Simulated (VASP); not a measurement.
BaZrO3, 5 atoms in the cell. The structure is cubic, space group Pm-3m (No. 221). Conventional cell: a = 4.149 Å, b = 4.149 Å, c = 4.149 Å, α = 90.00°, β = 90.00°, γ = 90.00°. Ba (site symmetry m-3m) has 12 O at 2.93 Å and 8 Zr at 3.59 Å within 3.9 Å. Zr (site symmetry m-3m) has 6 O at 2.07 Å within 2.7 Å. Within 2.7 Å of O (site symmetry 4/mmm) lie 2 Zr at 2.07 Å. 

- Program: VASP 6.6.1
- Task: single point
- Functional: LDA
- Potentials or basis: VASP PAW LDA potentials, release 64 (Ba_sv, Zr_sv, O)
- Cutoff: 520 eV
- k mesh: 3 × 3 × 3
- Occupations: gaussian, width 0.01 eV
- Spin: no spin polarisation
- Dipole correction: no
- Further INCAR settings: ALGO = Normal; EDIFF = 1e-06; NBANDS = 28

Potentials or basis: VASP PAW LDA potentials, release 64 (Ba_sv, Zr_sv, O).

Command:

```bash
$ cat potpaw_LDA.64/Ba_sv/POTCAR potpaw_LDA.64/Zr_sv/POTCAR potpaw_LDA.64/O/POTCAR > POTCAR
$ mpirun -np 1 vasp_std > vasp.out
```

Hardware: 1 thread of Intel Xeon 6975P-C, with other jobs on the host.

**Question.** Estimate the wall time of this run.

**Answer.** Run time: 7.3 s on 1 thread of Intel Xeon 6975P-C (shared host), peak memory 0.15 GiB. Counts: scf iterations 14, k points 4.
